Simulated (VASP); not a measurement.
A run of VASP 6.6.1 is set up as follows.

INCAR

```
PREC = Accurate ; ENCUT = 520
EDIFF = 1E-7 ; ISMEAR = 0
SIGMA = 0.15 ; LREAL = False
LASPH = True ; NELM = 100
ALGO = Normal ; ISIF = 2
LWAVE = False ; LCHARG = True
GGA = PS ; LELF = True
LVHAR = True ; NBANDS = 12
```

The input KPOINTS:

```
Automatic mesh
0
Gamma
  16 16 16
```

Contents of POSCAR:

```
Cu
1.0
    0.0000000000      1.7816860089      1.7816860089
    1.7816860089      0.0000000000      1.7816860089
    1.7816860089      1.7816860089      0.0000000000
Cu
1
Direct
    0.0000000000      0.0000000000      0.0000000000
```

Potentials or basis: VASP PAW PBE potentials, release 64 (Cu).

Command:

```bash
$ cat potpaw_PBE.64/Cu/POTCAR > POTCAR
$ mpirun -np 1 vasp_std > vasp.out
```

Question: Predict the pressure.

Answer: 0.8 GPa.

Caveat: the PAW data sets were made with another functional, which shifts forces and pressure a little.
